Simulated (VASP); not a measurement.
Set up this calculation in VASP 6.6.1, as the native input.

```
Task                   : single point
Functional             : PBE
Potentials or basis    : VASP PAW PBE potentials, release 64 (Li_sv, Os)
Cutoff                 : 520 eV
k mesh                 : 8 × 8 × 8
Occupations            : gaussian, width 0.1 eV
Spin                   : collinear spin
Starting moments       : [0.0, 1.0, 1.0] μB
Dipole correction      : no
Further INCAR settings : ALGO = Normal; EDIFF = 1e-06; NBANDS = 20
```

The structure of LiOs2 lies in POSCAR:

```
LiOs2
1.0
   -1.3664302976      1.8893717630      3.8899834009
    1.3664302976     -1.8893717630      3.8899834009
    1.3664302976      1.8893717630     -3.8899834009
Li Os
1 2
Direct
    0.0000000000      0.0000000000      0.0000000000
    0.6737998574      0.6737998574      0.0000000000
    0.3262001426      0.3262001426      0.0000000000
```

One way to write it, as run:

INCAR

```
PREC = Accurate ; ENCUT = 520
EDIFF = 1E-6 ; ISMEAR = 0
SIGMA = 0.1 ; LREAL = F
LASPH = T ; NELM = 150
ALGO = Normal ; ISIF = 2
LWAVE = F ; LCHARG = F
ISPIN = 2 ; MAGMOM = 0 1 1
LORBIT = 11 ; LMAXMIX = 4
GGA = PE ; NBANDS = 20
```

KPOINTS

```
regular mesh
0
Gamma
  8 8 8
```

Potentials or basis: VASP PAW PBE potentials, release 64 (Li_sv, Os).

Command:

```bash
$ cat potpaw_PBE.64/Li_sv/POTCAR potpaw_PBE.64/Os/POTCAR > POTCAR
$ mpirun -np 1 vasp_std > vasp.out
```

Results of the run:

The largest force is 0.026 eV/Å and the net moment is 0.00 μB per cell. The valence electrons inside the program's atomic spheres are Li 2.16; Os 7.31.

It took 7.6 min on 1 thread of Oxide Virtual Turin-like Processor (shared host), peak memory 0.28 GiB.
